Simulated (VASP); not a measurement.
# Zn6O7 (a cell with a defect) in VASP: a series of runs

Zn6O7 (a cell with a defect) is run at these levels: PBE; tasks: single point.

All numbers are computed with VASP 6.6.1; they aren't measurements. Logs are shortened: lines on timing, memory, paths and dates and some standing lists are left out, and cuts for length are marked.

### Step 1. The cell of the first run

The cell holds a defect, 13 atoms: a = 5.293 Å, b = 5.680 Å, c = 5.680 Å, α = 120.00°, β = 90.00°, γ = 90.00°.

### Step 2. Single point, PBE

INCAR reads:

```
SYSTEM = Zn6O7
ALGO = Normal
EDIFF = 1E-7
ENCUT = 520
GGA = PE
ISIF = 2
ISMEAR = 0
LASPH = .True.
LCHARG = .False.
LREAL = .False.
LWAVE = .False.
NBANDS = 69
NELM = 60
PREC = Accurate
SIGMA = 0.02
```

KPOINTS reads:

```
k-points
0
Gamma
  3 3 3
  0 0 0
```

POSCAR reads:

```
Zn6O7
1.0
    0.0000000000      0.0000000000     -5.2932331742
   -4.9190861691     -2.8400357239      0.0000000000
    0.0000000001      5.6800714478      0.0000000000
Zn O
6 7
Direct
    0.4911015469      0.3129095420      0.3128485784
    0.4909179162      0.6869223030     -0.0000019577
    0.4910660299      0.0000587508      0.6870918597
    0.9945923081      0.6645218009      0.6644961580
    0.9945889075      0.0000140270      0.3354688149
    0.9945724714      0.3354450285     -0.0000114674
    0.1128714682      0.3300716727      0.3300587606
    0.1127462140      0.6698947501     -0.0000147848
    0.1128474753     -0.0000018296      0.6699057994
    0.6188790277      0.6155925910      0.6153727082
    0.6188784609      0.0002528925      0.3846043564
    0.6188765717      0.3844364451      0.0000331400
    0.5945413505     -0.0002199596     -0.0000557551
```

Potentials or basis: VASP PAW PBE potentials, release 64 (Zn, O).

The run is started by

```bash
$ cat potpaw_PBE.64/Zn/POTCAR potpaw_PBE.64/O/POTCAR > POTCAR
$ mpirun -np 1 vasp_std > vasp.out
```

OUTCAR:

```text
SYSTEM = Zn6O7
   EDIFF = 1E-7
   ENCUT = 520
   GGA = PE
   ISIF = 2
   ISMEAR = 0
   LASPH = .True.
   LREAL = .False.
   NELM = 60
   PREC = Accurate

 ion  position               nearest neighbor table
   1  0.491  0.313  0.313-  10 1.85  13 1.86   7 2.00  11 2.12  12 2.12
   2  0.491  0.687  1.000-  12 1.85  13 1.86   8 2.00  11 2.12  10 2.12
   3  0.491  0.000  0.687-  11 1.85  13 1.86   9 2.00  10 2.12  12 2.12
   4  0.995  0.665  0.664-   8 1.99   9 1.99   7 2.00  10 2.01
   5  0.995  0.000  0.335-   8 1.99   7 1.99   9 2.00  11 2.01
   6  0.995  0.335  1.000-   7 1.99   9 1.99   8 2.00  12 2.01
   7  0.113  0.330  0.330-   6 1.99   5 1.99   4 2.00   1 2.00
   8  0.113  0.670  1.000-   5 1.99   4 1.99   6 2.00   2 2.00
   9  0.113  1.000  0.670-   6 1.99   4 1.99   5 2.00   3 2.00
  10  0.619  0.616  0.615-   1 1.85   4 2.01   3 2.12   2 2.12
  11  0.619  0.000  0.385-   3 1.85   5 2.01   1 2.12   2 2.12
  12  0.619  0.384  0.000-   2 1.85   6 2.01   1 2.12   3 2.12
  13  0.595  1.000  1.000-   2 1.86   3 1.86   1 1.86

  LATTYP: Found a hexagonal cell.
 ALAT       =     5.6800714478
 C/A-ratio  =     0.9318955268

  Lattice vectors:

 A1 = (  -4.9190861691,  -2.8400357239,   0.0000000000)
 A2 = (   0.0000000001,   5.6800714478,   0.0000000000)
 A3 = (   0.0000000000,   0.0000000000,  -5.2932331742)

Analysis of symmetry for initial positions (statically):
=====================================================================
 Subroutine PRICEL returns:
 Original cell was already a primitive cell.

 Routine SETGRP: Setting up the symmetry group for a
 hexagonal supercell.

 Subroutine GETGRP returns: Found  1 space group operations
 (whereof  1 operations were pure point group operations)
 out of a pool of 24 trial point group operations.

The static configuration has the point symmetry C_1 .

Analysis of symmetry for dynamics (positions and initial velocities):
=====================================================================
 Subroutine PRICEL returns:
 Original cell was already a primitive cell.

 Routine SETGRP: Setting up the symmetry group for a
 hexagonal supercell.

 Subroutine GETGRP returns: Found  1 space group operations
 (whereof  1 operations were pure point group operations)
 out of a pool of 24 trial point group operations.

The dynamic configuration has the point symmetry C_1 .

 Subroutine INISYM returns: Found  1 space group operations
 (whereof  1 operations are pure point group operations),
 and found     1 'primitive' translations

----------------------------------------------------------------------------------------

                                     Primitive cell

  volume of cell :     147.8970

  direct lattice vectors                    reciprocal lattice vectors
     0.000000000  0.000000000 -5.293233174     0.000000000  0.000000000 -0.188920451
    -4.919086169 -2.840035724  0.000000000    -0.203289791  0.000000000  0.000000000
     0.000000000  5.680071448  0.000000000    -0.101644896  0.176054123  0.000000000

  length of vectors
     5.293233174  5.680071448  5.680071448     0.188920451  0.203289791  0.203289791

  position of ions in fractional coordinates (direct lattice)
     0.491101547  0.312909542  0.312848578
     0.490917916  0.686922303  0.999998042
     0.491066030  0.000058751  0.687091860
     0.994592308  0.664521801  0.664496158
     0.994588908  0.000014027  0.335468815
     0.994572471  0.335445028  0.999988533
     0.112871468  0.330071673  0.330058761
     0.112746214  0.669894750  0.999985215
     0.112847475  0.999998170  0.669905799
     0.618879028  0.615592591  0.615372708
     0.618878461  0.000252893  0.384604356
     0.618876572  0.384436445  0.000033140
     0.594541351  0.999780040  0.999944245

  ion indices of the primitive-cell ions
   primitive index   ion index
                 1           1
                 2           2
                 3           3
                 4           4
                 5           5
                 6           6
                 7           7
                 8           8
                 9           9
                10          10
                11          11
                12          12
                13          13

----------------------------------------------------------------------------------------

 KPOINTS: k-points

Automatic generation of k-mesh.
 Grid dimensions read from file:
 generate k-points for:    3    3    3

 Generating k-lattice:

  Cartesian coordinates                     Fractional coordinates (reciprocal lattice)
     0.000000000  0.000000000 -0.062973484     0.333333333  0.000000000  0.000000000
    -0.067763264  0.000000000  0.000000000     0.000000000  0.333333333 -0.000000000
    -0.033881632  0.058684708  0.000000000     0.000000000  0.000000000  0.333333333

  Length of vectors
     0.062973484  0.067763264  0.067763264

  Shift w.r.t. Gamma in fractional coordinates (k-lattice)
     0.000000000  0.000000000  0.000000000

 Subroutine IBZKPT returns following result:
 ===========================================

 Found     14 irreducible k-points:

 Following reciprocal coordinates:
            Coordinates               Weight
  0.000000  0.000000  0.000000      1.000000
  0.333333  0.000000  0.000000      2.000000
  0.000000  0.333333  0.000000      2.000000
  0.000000  0.000000  0.333333      2.000000
  0.000000 -0.333333  0.333333      2.000000
  0.333333  0.333333  0.000000      2.000000
  0.333333  0.000000  0.333333      2.000000
  0.333333 -0.333333  0.333333      2.000000
  0.333333 -0.333333  0.000000      2.000000
  0.333333  0.000000 -0.333333      2.000000
  0.333333  0.333333 -0.333333      2.000000
  0.000000  0.333333  0.333333      2.000000
  0.333333  0.333333  0.333333      2.000000
  0.333333 -0.333333 -0.333333      2.000000
   k-points           NKPTS =     14   k-points in BZ     NKDIM =     14   number of bands    NBANDS=     69
   number of dos      NEDOS =    301   number of ions     NIONS =     13
   total plane-waves  NPLWV =  70560
   dimension x,y,z NGX =    40 NGY =   42 NGZ =   42
   dimension x,y,z NGXF=    80 NGYF=   84 NGZF=   84
   ions per type =               6   7
   NGX,Y,Z   is equivalent  to a cutoff of  12.56, 12.29, 12.29 a.u.
   NGXF,Y,Z  is equivalent  to a cutoff of  25.13, 24.59, 24.59 a.u.
 SYSTEM =  Zn6O7
   PREC   = accura    normal or accurate (medium, high low for compatibility)
   ISTART =      0    job   : 0-new  1-cont  2-samecut
   ICHARG =      2    charge: 1-file 2-atom 10-const
   ISPIN  =      1    spin polarized calculation?
   LNONCOLLINEAR =      F non collinear calculations
   LSORBIT =      F    spin-orbit coupling
   LASPH  =      T    aspherical Exc in radial PAW
   ENCUT  =  520.0 eV  38.22 Ry    6.18 a.u.   9.84 10.56 10.56*2*pi/ulx,y,z
   NELM   =     60;   NELMIN=  2; NELMDL= -5     # of ELM steps
   EDIFF  = 0.1E-06   stopping-criterion for ELM
   LREAL  =      F    real-space projection
   EDIFFG = 0.1E-05   stopping-criterion for IOM
   NSW    =      0    number of steps for IOM
   IBRION =     -1    ionic relax: 0-MD 1-quasi-New 2-CG
   NFREE  =      0    steps in history (QN), initial steepest desc. (CG)
   ISIF   =      2    stress and relaxation
   ISYM   =      2    0-nonsym 1-usesym 2-fastsym
   POTIM  = 0.5000    time-step for ionic-motion
   TEBEG  =    0.0;   TEEND  =   0.0 temperature during run
   PSTRESS=    0.0 pullay stress
   NELECT =     114.0000    total number of electrons
   NUPDOWN=      -1.0000    fix difference up-down
   EMIN   =  10.00;   EMAX   =-10.00  energy-range for DOS
   EFERMI =   0.00;   METHOD = LEGACY
   ISMEAR =     0;   SIGMA  =   0.02  broadening in eV -4-tet -1-fermi 0-gaus
   EFERMI_NEDOS =   21; number of points for ismear=-14 and -15
   IALGO  =     38    algorithm
   IMIX   =      4    mixing-type and parameters
     AMIX     =   0.40;   BMIX     =  1.00
     AMIX_MAG =   1.60;   BMIX_MAG =  1.00
  volume/ion in A,a.u.               =      11.38        76.77
  Fermi-wavevector in a.u.,A,eV,Ry     =   1.501032  2.836540 30.655258  2.253098
  Thomas-Fermi vector in A             =   2.612456
   LORBIT       =      0    0 simple, 1 ext, 2 COOP (PROOUT), +10 PAW based schemes
   GGA     = PE    functional components
   LHFCALC =     F    Hartree Fock is set to
   AEXX    =    0.0000 exact exchange contribution
   IVDW    =     0    specifies the selected vdW correction
   LEPSILON=     F    determine dielectric tensor
   LRPA    =     F    only Hartree local field effects (RPA)
 non-spin polarized calculation
 Gauss-broadening in eV      SIGMA  =   0.02
  energy-cutoff  :      520.00
  volume of cell :      147.90
 maximum number of plane-waves:      4015
 NGX is ok and might be reduce to    40
   NGX = 19   NGY = 21   NGZ = 21

 number of electron     114.0000045 magnetization

 Free energy of the ion-electron system (eV)
  ---------------------------------------------------
  ext. energy  EPLUGINS =         0.00000000
  ---------------------------------------------------
  free energy    TOTEN  =       -54.98968017 eV

  energy without entropy =      -54.98835077  energy(sigma->0) =      -54.98901547

 E-fermi :   1.4338     XC(G=0): -11.0553

 val. band max:        1.4256890396   @ k =   0.3333   0.3333   0.3333
 cond. band min:       1.4821059441   @ k =   0.0000   0.3333   0.3333
 fundamental gap:      0.0564169045
 Fermi energy:         1.4338148629

 k-point     1 :       0.0000    0.0000    0.0000
  band No.  band energies     occupation
      1     -17.6373      2.00000
      2     -16.1282      2.00000
      3     -16.0813      2.00000
      4     -16.0809      2.00000
      5     -15.7219      2.00000
      6     -15.7215      2.00000
[... 61 lines left out ...]
     68      10.1140      0.00000
     69      10.6722      0.00000
[... 934 lines left out ...]
     68      10.7864      0.00000
     69      10.7930      0.00000

------------------------ aborting loop because EDIFF is reached ----------------------------------------

  FORCE on cell =-STRESS in cart. coord.  units (eV):
  Direction    XX          YY          ZZ          XY          YZ          ZX
  --------------------------------------------------------------------------------------
  -------------------------------------------------------------------------------------
  Total       12.5671043     12.5616373      3.0793100      0.0078294      0.0013473      0.0036494
  in kB      136.1402512    136.0810272     33.3583634      0.0848159      0.0145956      0.0395343
  external PRESSURE =     101.8598806 kB  Pullay stress =       0.0000000 kB

 VOLUME and BASIS-vectors are now :
 -----------------------------------------------------------------------------
  energy-cutoff  :      520.00
  volume of cell :      147.90
      direct lattice vectors                 reciprocal lattice vectors
     0.000000000  0.000000000 -5.293233174     0.000000000  0.000000000 -0.188920451
    -4.919086169 -2.840035724  0.000000000    -0.203289791  0.000000000  0.000000000
     0.000000000  5.680071448  0.000000000    -0.101644896  0.176054123  0.000000000

 POSITION                                       TOTAL-FORCE (eV/Angst)
 -----------------------------------------------------------------------------------
     -1.53923      0.88833     -2.59951        -0.020956      0.010886      0.048901
     -3.37903      3.72918     -2.59854         0.024289      0.014268      0.053882
     -0.00029      3.90256     -2.59933        -0.001264     -0.024448      0.049806
     -3.26884      1.88712     -5.26461        -0.001898      0.001421      0.015978
     -0.00007      1.90545     -5.26459         0.000293     -0.002341      0.016022
     -1.65008      4.72733     -5.26450         0.002049      0.001167      0.016110
     -1.62365      0.93734     -0.59745         0.000078      0.000055      0.007682
     -3.29527      3.77746     -0.59679        -0.000418     -0.000299      0.007882
     -4.91908      0.96508     -0.59733         0.000137      0.000135      0.007703
     -3.02815      1.74706     -3.27587        -0.076772      0.039527     -0.044572
     -0.00124      2.18386     -3.27587        -0.005092     -0.085452     -0.044715
     -1.89108     -1.09163     -3.27586         0.070942      0.042053     -0.045347
     -4.91800      2.84034     -3.14705         0.008613      0.003026     -0.089333
 -----------------------------------------------------------------------------------
    total drift:                                0.000229      0.000092      0.004180

  FREE ENERGIE OF THE ION-ELECTRON SYSTEM (eV)
  ---------------------------------------------------
  free  energy   TOTEN  =       -54.9896801654 eV

  energy  without entropy=      -54.9883507672  energy(sigma->0) =      -54.98901547
```

It took 2.4 min on 1 thread of Intel Xeon 6975P-C (Granite Rapids), shared host; peak memory 0.29 GiB.

Results:

```
Free energy            : -54.9897 eV
Pressure               : 10.2 GPa
Largest force          : 0.097 eV/Å
Band gap on the k mesh : zero (bands 57 and 58 overlap by 0.22 eV)
```

Forces in eV/Å, atoms in the order of the input:
```
Zn  -0.021  0.011  0.049
Zn   0.024  0.014  0.054
Zn  -0.001 -0.024  0.050
Zn  -0.002  0.001  0.016
Zn   0.000 -0.002  0.016
Zn   0.002  0.001  0.016
O    0.000  0.000  0.008
O    0.000  0.000  0.008
O    0.000  0.000  0.008
O   -0.077  0.040 -0.045
O   -0.005 -0.085 -0.045
O    0.071  0.042 -0.045
O    0.009  0.003 -0.089
```

Stress tensor (GPa, compression positive):
```
13.61  0.01  0.00
 0.01 13.61  0.00
 0.00  0.00  3.34
```

Levels at points of the mesh, in eV from the Fermi level:
```tsv
k point	band 53	band 54	band 55	band 56	band 57	band 58	band 59	band 60	band 61	band 62
(0.00, 0.00, 0.00)	-0.82	-0.42	-0.42	-0.34	-0.06	-0.05	1.34	6.18	7.31	7.31
```

Caveat: the k points lie up to 0.43 Å⁻¹ apart.

### Step 3. Single point, PBE

INCAR reads:

```
SYSTEM = Zn6O7
PREC = Accurate
ENCUT = 520
EDIFF = 1E-6
ISMEAR = 0
SIGMA = 0.02
LREAL = .FALSE.
LASPH = .TRUE.
NELM = 80
ALGO = Normal
ISIF = 2
LWAVE = .FALSE.
LCHARG = .FALSE.
GGA = PE
NBANDS = 69
```

KPOINTS reads:

```
Automatic mesh
0
G
  3 3 3
  0 0 0
```

POSCAR reads:

```
Zn6O7
1.0
    0.0000000000      0.0000000000     -5.2932331742
   -4.9190861691     -2.8400357239      0.0000000000
    0.0000000001      5.6800714478      0.0000000000
Zn O
6 7
Direct
    0.4954727883      0.3197577652      0.3197356746
    0.4954055326      0.6801460444     -0.0000117844
    0.4954610752      0.0000103678      0.6802193389
    0.9971385779      0.6670812194      0.6670658158
    0.9971387669      0.0000012197      0.3328994154
    0.9971393336      0.3328847968     -0.0000139585
    0.1076047439      0.3354698298      0.3354632628
    0.1075372993      0.6645000489     -0.0000160425
    0.1075926530     -0.0000095546      0.6645023569
    0.6231265262      0.6207317569      0.6206278208
    0.6231282264      0.0001077436      0.3793415304
    0.6231397506      0.3792604837      0.0000037539
    0.4932609077     -0.0000800962     -0.0000284285
```

Potentials or basis: VASP PAW PBE potentials, release 64 (Zn, O).

The run is started by

```bash
$ cat potpaw_PBE.64/Zn/POTCAR potpaw_PBE.64/O/POTCAR > POTCAR
$ mpirun -np 1 vasp_std > vasp.out
```

It took 95 s on 1 thread of Intel Xeon 6975P-C (Granite Rapids), shared host; peak memory 0.3 GiB.

It converged, with:

- Free energy: -55.2178 eV
- Pressure: 10.5 GPa
- Largest force: 0.779 eV/Å
- Band gap on the k mesh: zero (bands 57 and 58 overlap by 0.40 eV)

Forces on the atoms (eV/Å):
```
Zn  -0.101  0.059 -0.033
Zn   0.102  0.059 -0.032
Zn   0.000 -0.117 -0.033
Zn  -0.031  0.018 -0.071
Zn   0.000 -0.035 -0.071
Zn   0.031  0.018 -0.071
O   -0.032  0.019 -0.042
O    0.032  0.019 -0.042
O    0.000 -0.038 -0.042
O   -0.109  0.062 -0.114
O    0.000 -0.125 -0.114
O    0.107  0.062 -0.115
O    0.001  0.000  0.779
```

Stress tensor (GPa, compression positive):
```
13.56  0.00  0.00
 0.00 13.56  0.00
 0.00  0.00  4.41
```

Levels at points of the mesh, in eV from the Fermi level:
```
           k point  band 54  band 55  band 56  band 57  band 58  band 59  band 60  band 61
(0.00, 0.00, 0.00)    -0.29    -0.23    -0.23    -0.03    -0.03     1.51     6.12     7.38
```

Caveat: the k points lie up to 0.43 Å⁻¹ apart.

### Step 4. Single point, PBE

INCAR reads:

```
SYSTEM = Zn6O7
  PREC = Accurate
  ENCUT = 520
  EDIFF = 1E-6
  ISMEAR = 0
  SIGMA = 0.02
  LREAL = .False.
  LASPH = .True.
  NELM = 60
  ALGO = Normal
  ISIF = 2
  LWAVE = .False.
  LCHARG = .True.
  GGA = PE
  LELF = .True.
  LVHAR = .True.
  NBANDS = 69
```

KPOINTS reads:

```
Automatic mesh
0
Gamma
  3 3 3
  0 0 0
```

POSCAR reads:

```
Zn6O7
1.0
    0.0000000000      0.0000000000     -5.2932331742
   -4.9190861691     -2.8400357239      0.0000000000
    0.0000000001      5.6800714478      0.0000000000
Zn O
6 7
Direct
    0.4976045667      0.3179460465      0.3179527136
    0.4975648934      0.6820738415     -0.0000107259
    0.4976030553     -0.0000176862      0.6820206059
    1.0012219046      0.6760434531      0.6760368409
    1.0011895992      0.0000176862      0.3239111068
    1.0011865764      0.3238505985      0.0000072656
    0.1033789712      0.3477418246      0.3477949570
    0.1032563619      0.6522180929     -0.0000284004
    0.1033181388     -0.0000800962      0.6521739309
    0.6262684622      0.6283274767      0.6282699985
    0.6262403130      0.0000510257      0.3716931969
    0.6261579437      0.3717011528     -0.0000069449
    0.3948225841     -0.0000481797     -0.0000327165
```

The run is started by

```bash
$ cat potpaw_PBE.64/Zn/POTCAR potpaw_PBE.64/O/POTCAR > POTCAR
$ mpirun -np 1 vasp_std > vasp.out
```

Run time: 2 min. Hardware: 1 thread of Intel Xeon 6975P-C (Granite Rapids), shared host; peak memory 0.29 GiB.

The run converged. Its results:

| Quantity | Value |
| --- | --- |
| Free energy | -55.5689 eV |
| Pressure | 7.7 GPa |
| Largest force | 0.100 eV/Å |
| Band gap on the k mesh | zero (bands 57 and 58 overlap by 0.35 eV) |

Forces in eV/Å, atoms in the order of the input:
```
Zn  -0.043  0.024 -0.006
Zn   0.048  0.027 -0.008
Zn  -0.001 -0.050 -0.006
Zn  -0.029  0.018  0.007
Zn   0.002 -0.032  0.006
Zn   0.026  0.014  0.006
O    0.013 -0.010 -0.015
O   -0.010 -0.005 -0.017
O   -0.003  0.015 -0.016
O   -0.051  0.030 -0.016
O    0.001 -0.059 -0.017
O    0.052  0.030 -0.020
O   -0.004 -0.002  0.100
```

Stress tensor (GPa, compression positive):
```
8.80 0.00 0.00
0.00 8.79 0.00
0.00 0.00 5.54
```

Levels at points of the mesh, in eV from the Fermi level:
```csv
k point,band 54,band 55,band 56,band 57,band 58,band 59,band 60,band 61
"(0.00, 0.00, 0.00)",-0.15,-0.15,-0.12,0.00,0.00,1.51,6.13,7.09
```

Caveat: the k points lie up to 0.43 Å⁻¹ apart.

### Step 5. Summary

| cell | gap on the mesh (eV) | pressure (GPa) | largest force (eV/Å) |
| --- | --- | --- | --- |
| as given, atomic positions A | none | 10.2 | 0.10 |
| as given, atomic positions B | none | 10.5 | 0.78 |
| as given, atomic positions C | none | 7.7 | 0.10 |

Alike in all rows: task single point; level PBE; potentials or basis VASP PAW PBE potentials, release 64 (Zn, O); no spin polarisation; k mesh 3 × 3 × 3; cutoff (eV) 520; smearing gaussian 0.02 eV.

Caveats: all runs use coarse meshes.

Absolute energies hang on the potentials; compare differences alone.

The gap in the log of VASP goes by the Fermi energy; the results here count the filled bands.